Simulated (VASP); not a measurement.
# ZrB2 (P6/mmm) in VASP: notebook, part 2 of 2

VASP 6.6.1. The steps go on from the part before.

### Step 4. Single point, LDA (volume scaled by 0.98)

Contents of INCAR:

```
SYSTEM = ZrB2
PREC = Accurate
ENCUT = 520
EDIFF = 1E-6
ISMEAR = -1
SIGMA = 0.05
LREAL = .False.
LASPH = .True.
NELM = 100
ALGO = Normal
ISIF = 2
LWAVE = .False.
LCHARG = .False.
NBANDS = 16
```

Contents of KPOINTS:

```
regular mesh
0
Gamma
  10 10 8
  0 0 0
```

Contents of POSCAR:

```
ZrB2
1.0
    3.1487241912      0.0000000000      0.0000000000
   -1.5743620956      2.7268751391      0.0000000000
    0.0000000000      0.0000000000      3.5092878761
Zr B
1 2
Direct
    0.0000000000      0.0000000000      0.0000000000
    0.6666666667      0.3333333333      0.5000000000
    0.3333333333      0.6666666667      0.5000000000
```

Potentials or basis: VASP PAW LDA potentials, release 64 (Zr_sv, B).

Launch:

```sh
$ cat potpaw_LDA.64/Zr_sv/POTCAR potpaw_LDA.64/B/POTCAR > POTCAR
$ mpirun -np 1 vasp_std > vasp.out
```

OUTCAR:

```text
SYSTEM = ZrB2
   PREC = Accurate
   ENCUT = 520
   EDIFF = 1E-6
   ISMEAR = -1
   LREAL = .False.
   LASPH = .True.
   NELM = 100
   ISIF = 2

 ion  position               nearest neighbor table
   1  0.000  0.000  0.000-   2 2.53   3 2.53   2 2.53   3 2.53   2 2.53   2 2.53   3 2.53   3 2.53
                             2 2.53   2 2.53   3 2.53   3 2.53
   2  0.667  0.333  0.500-   3 1.82   3 1.82   3 1.82   1 2.53   1 2.53   1 2.53   1 2.53   1 2.53
                             1 2.53
   3  0.333  0.667  0.500-   2 1.82   2 1.82   2 1.82   1 2.53   1 2.53   1 2.53   1 2.53   1 2.53
                             1 2.53

  LATTYP: Found a hexagonal cell.
 ALAT       =     3.1487241912
 C/A-ratio  =     1.1145110410

  Lattice vectors:

 A1 = (   3.1487241912,   0.0000000000,   0.0000000000)
 A2 = (  -1.5743620956,   2.7268751391,   0.0000000000)
 A3 = (   0.0000000000,   0.0000000000,   3.5092878761)

Analysis of symmetry for initial positions (statically):
=====================================================================
 Subroutine PRICEL returns:
 Original cell was already a primitive cell.

 Routine SETGRP: Setting up the symmetry group for a
 hexagonal supercell.

 Subroutine GETGRP returns: Found 24 space group operations
 (whereof 24 operations were pure point group operations)
 out of a pool of 24 trial point group operations.

The static configuration has the point symmetry D_6h.

Analysis of symmetry for dynamics (positions and initial velocities):
=====================================================================
 Subroutine PRICEL returns:
 Original cell was already a primitive cell.

 Routine SETGRP: Setting up the symmetry group for a
 hexagonal supercell.

 Subroutine GETGRP returns: Found 24 space group operations
 (whereof 24 operations were pure point group operations)
 out of a pool of 24 trial point group operations.

The dynamic configuration has the point symmetry D_6h.

 Subroutine INISYM returns: Found 24 space group operations
 (whereof 24 operations are pure point group operations),
 and found     1 'primitive' translations
[... 119 lines left out ...]
  Fermi-wavevector in a.u.,A,eV,Ry     =   1.378773  2.605503 25.864872  1.901014
  Thomas-Fermi vector in A             =   2.503804
   LORBIT       =      0    0 simple, 1 ext, 2 COOP (PROOUT), +10 PAW based schemes
   GGA     = CA    functional components
   LHFCALC =     F    Hartree Fock is set to
   AEXX    =    0.0000 exact exchange contribution
   IVDW    =     0    specifies the selected vdW correction
   LEPSILON=     F    determine dielectric tensor
   LRPA    =     F    only Hartree local field effects (RPA)
 non-spin polarized calculation
  energy-cutoff  :      520.00
  volume of cell :       30.13
 maximum number of plane-waves:       828
 NGX is ok and might be reduce to    24
   NGX = 11   NGY = 11   NGZ = 13

 number of electron      18.0000000 magnetization

 Free energy of the ion-electron system (eV)
  ---------------------------------------------------
  ext. energy  EPLUGINS =         0.00000000
  ---------------------------------------------------
  free energy    TOTEN  =       -27.47541731 eV

  energy without entropy =      -27.47264161  energy(sigma->0) =      -27.47402946

 E-fermi :  10.5858     XC(G=0): -12.6807

 val. band max:       10.5505750877   @ k =   0.2000   0.2000   0.1250
 cond. band min:      10.7471717264   @ k =   0.1000   0.0000   0.5000
 fundamental gap:      0.1965966387
 Fermi energy:        10.5858288650

 k-point     1 :       0.0000    0.0000    0.0000
  band No.  band energies     occupation
      1     -37.5964      2.00000
      2     -15.9479      2.00000
      3     -15.3574      2.00000
      4     -15.3574      2.00000
      5      -1.9625      2.00000
      6       8.0242      2.00000
[... 433 lines left out ...]
      3     -15.8054      2.00000
      4     -15.6416      2.00000
      5       1.5166      2.00000
      6       2.7532      2.00000
[... 8 lines left out ...]
     15      19.2403      0.00000
     16      20.9779      0.00000

 [... further k-points ...]

------------------------ aborting loop because EDIFF is reached ----------------------------------------

  FORCE on cell =-STRESS in cart. coord.  units (eV):
  Direction    XX          YY          ZZ          XY          YZ          ZX
  --------------------------------------------------------------------------------------
  -------------------------------------------------------------------------------------
  Total       -0.6989645     -0.6989645     -0.5950997      0.0000000     -0.0000000      0.0000000
  in kB      -37.1660873    -37.1660873    -31.6432782      0.0000000     -0.0000000      0.0000000
  external PRESSURE =     -35.3251509 kB  Pullay stress =       0.0000000 kB

 VOLUME and BASIS-vectors are now :
 -----------------------------------------------------------------------------
  energy-cutoff  :      520.00
  volume of cell :       30.13
      direct lattice vectors                 reciprocal lattice vectors
     3.148724191  0.000000000  0.000000000     0.317588947  0.183360064  0.000000000
    -1.574362096  2.726875139  0.000000000     0.000000000  0.366720128  0.000000000
     0.000000000  0.000000000  3.509287876     0.000000000  0.000000000  0.284958098

 POSITION                                       TOTAL-FORCE (eV/Angst)
 -----------------------------------------------------------------------------------
      0.00000      0.00000      0.00000        -0.000000      0.000000      0.000000
      1.57436      0.90896      1.75464        -0.000000     -0.000000      0.000000
     -0.00000      1.81792      1.75464         0.000000      0.000000      0.000000
 -----------------------------------------------------------------------------------
    total drift:                               -0.000000      0.000000      0.000000

  FREE ENERGIE OF THE ION-ELECTRON SYSTEM (eV)
  ---------------------------------------------------
  free  energy   TOTEN  =       -27.4754173065 eV

  energy  without entropy=      -27.4726416118  energy(sigma->0) =      -27.47402946
```

stdout:

```text
POSCAR found type information on POSCAR ZrB
 POSCAR found :  2 types and       3 ions
 scaLAPACK will be used
 LDA part: xc-table for (Slater(with rela. corr.)+CA(PZ))
 , standard interpolation
 POSCAR, INCAR and KPOINTS ok, starting setup
 FFT: planning ... GRIDC
 FFT: planning ... GRID_SOFT
 FFT: planning ... GRID
 WAVECAR not read
 entering main loop
```

Wall time 28 s (1 thread of Intel Xeon 8259CL, shared host); peak memory 0.15 GiB.

Results:

| Property | Result |
| --- | --- |
| Free energy | -27.4754 eV |
| Pressure | -3.5 GPa |
| Band gap on the k mesh | zero (band 9 reaches 11.27 eV, above the bottom of band 10 at 10.44 eV) |

Levels at points of the mesh, in eV from the Fermi level:
```
           k point  band 6  band 7  band 8  band 9  band 10  band 11  band 12  band 13
(0.00, 0.00, 0.00)   -2.56   -2.56   -2.54   -2.18     3.57     3.57     4.35     4.35
(0.50, 0.00, 0.00)   -8.23   -3.85   -2.95   -2.64     2.39     2.44     5.14     5.24
(0.00, 0.00, 0.50)   -6.87   -0.86   -0.86    0.43     0.43     0.87     0.87     1.94
(0.50, 0.00, 0.50)   -6.79   -4.56   -4.08   -1.79     3.91     4.39     5.53     6.54
```

### Step 5. Single point, LDA (volume scaled by 1.02)

Contents of INCAR:

```
ALGO = Normal
EDIFF = 1E-6
ENCUT = 520
GGA = CA
ISIF = 2
ISMEAR = -1
LASPH = True
LCHARG = False
LREAL = False
LWAVE = False
NBANDS = 16
NELM = 60
PREC = Accurate
SIGMA = 0.05
```

Contents of KPOINTS:

```
k-points
0
Gamma
  10 10 8
```

Contents of POSCAR:

```
ZrB2
1.0
    3.1909939893      0.0000000000      0.0000000000
   -1.5954969947      2.7634818581      0.0000000000
    0.0000000000      0.0000000000      3.5563980329
Zr B
1 2
Direct
    0.0000000000      0.0000000000      0.0000000000
    0.6666666667      0.3333333333      0.5000000000
    0.3333333333      0.6666666667      0.5000000000
```

Potentials or basis: VASP PAW LDA potentials, release 64 (Zr_sv, B).

Launch:

```sh
$ cat potpaw_LDA.64/Zr_sv/POTCAR potpaw_LDA.64/B/POTCAR > POTCAR
$ mpirun -np 1 vasp_std > vasp.out
```

OUTCAR:

```text
EDIFF = 1E-6
   ENCUT = 520
   GGA = CA
   ISIF = 2
   ISMEAR = -1
   LASPH = True
   LREAL = False
   NELM = 60
   PREC = Accurate

 ion  position               nearest neighbor table
   1  0.000  0.000  0.000-   2 2.56   3 2.56   2 2.56   3 2.56   2 2.56   2 2.56   3 2.56   3 2.56
                             2 2.56   2 2.56   3 2.56   3 2.56
   2  0.667  0.333  0.500-   3 1.84   3 1.84   3 1.84   1 2.56   1 2.56   1 2.56   1 2.56   1 2.56
                             1 2.56
   3  0.333  0.667  0.500-   2 1.84   2 1.84   2 1.84   1 2.56   1 2.56   1 2.56   1 2.56   1 2.56
                             1 2.56

  LATTYP: Found a hexagonal cell.
 ALAT       =     3.1909939893
 C/A-ratio  =     1.1145110410

  Lattice vectors:

 A1 = (   3.1909939893,   0.0000000000,   0.0000000000)
 A2 = (  -1.5954969947,   2.7634818581,   0.0000000000)
 A3 = (   0.0000000000,   0.0000000000,   3.5563980329)

Analysis of symmetry for initial positions (statically):
=====================================================================
 Subroutine PRICEL returns:
 Original cell was already a primitive cell.

[... 167 lines left out ...]
  free energy    TOTEN  =       -27.41286512 eV

  energy without entropy =      -27.40997757  energy(sigma->0) =      -27.41142134

 E-fermi :  10.1437     XC(G=0): -12.4953

 val. band max:       10.1065434225   @ k =   0.2000   0.2000   0.1250
 cond. band min:      10.2996895659   @ k =   0.1000  -0.0000   0.5000
 fundamental gap:      0.1931461434
 Fermi energy:        10.1436939286

 k-point     1 :       0.0000    0.0000    0.0000
  band No.  band energies     occupation
      1     -38.1729      2.00000
      2     -16.5004      2.00000
      3     -15.9708      2.00000
      4     -15.9708      2.00000
      5      -2.2291      2.00000
      6       7.6539      2.00000
[... 433 lines left out ...]
      3     -16.3779      2.00000
      4     -16.2198      2.00000
      5       1.1729      2.00000
      6       2.4064      2.00000
[... 8 lines left out ...]
     15      18.3383      0.00000
     16      20.0915      0.00000

 [... further k-points ...]
[... 5 lines left out ...]
  --------------------------------------------------------------------------------------
  -------------------------------------------------------------------------------------
  Total       -2.5656399     -2.5656399     -2.3074896      0.0000000      0.0000000      0.0000000
  in kB     -131.0730255   -131.0730255   -117.8846815      0.0000000      0.0000000      0.0000000
  external PRESSURE =    -126.6769108 kB  Pullay stress =       0.0000000 kB

 VOLUME and BASIS-vectors are now :
 -----------------------------------------------------------------------------
  energy-cutoff  :      520.00
  volume of cell :       31.36
      direct lattice vectors                 reciprocal lattice vectors
     3.190993989  0.000000000  0.000000000     0.313381975  0.180931168  0.000000000
    -1.595496995  2.763481858  0.000000000     0.000000000  0.361862336  0.000000000
     0.000000000  0.000000000  3.556398033     0.000000000  0.000000000  0.281183375

 POSITION                                       TOTAL-FORCE (eV/Angst)
 -----------------------------------------------------------------------------------
      0.00000      0.00000      0.00000        -0.000000      0.000000      0.000000
      1.59550      0.92116      1.77820         0.000000     -0.000000      0.000000
     -0.00000      1.84232      1.77820        -0.000000      0.000000      0.000000
 -----------------------------------------------------------------------------------
    total drift:                               -0.000000      0.000000     -0.000000

  FREE ENERGIE OF THE ION-ELECTRON SYSTEM (eV)
  ---------------------------------------------------
  free  energy   TOTEN  =       -27.4128651171 eV

  energy  without entropy=      -27.4099775681  energy(sigma->0) =      -27.41142134
```

stdout:

```text
POSCAR found type information on POSCAR ZrB
 POSCAR found :  2 types and       3 ions
 scaLAPACK will be used
 LDA part: xc-table for (Slater(with rela. corr.)+CA(PZ))
 , standard interpolation
 POSCAR, INCAR and KPOINTS ok, starting setup
 FFT: planning ... GRIDC
 FFT: planning ... GRID_SOFT
 FFT: planning ... GRID
 WAVECAR not read
 entering main loop
```

It took 33 s on 1 thread of Intel Xeon 8259CL, shared host; peak memory 0.15 GiB.

Results:

```
Free energy            : -27.4129 eV
Pressure               : -12.7 GPa
Band gap on the k mesh : zero (band 9 reaches 10.79 eV, above the bottom of band 10 at 10.01 eV)
```

### Step 6. Summary

| cell | gap on the mesh (eV) | pressure (GPa) |
| --- | --- | --- |
| a = 3.105, b = 3.105, c = 3.461 Å, angles 90.0, 90.0, 120.0°, 3 atoms | none | 7.6 |
| a = 3.127, b = 3.127, c = 3.485 Å, angles 90.0, 90.0, 120.0°, 3 atoms | none | 1.8 |
| a = 3.149, b = 3.149, c = 3.509 Å, angles 90.0, 90.0, 120.0°, 3 atoms | none | -3.5 |
| a = 3.191, b = 3.191, c = 3.556 Å, angles 90.0, 90.0, 120.0°, 3 atoms | none | -12.7 |

Alike in all rows: task single point; level LDA; potentials or basis VASP PAW LDA potentials, release 64 (Zr_sv, B); no spin polarisation; k mesh 10 × 10 × 8; cutoff (eV) 520; smearing fermi-dirac 0.05 eV.

Absolute energies hang on the potentials; compare differences alone.
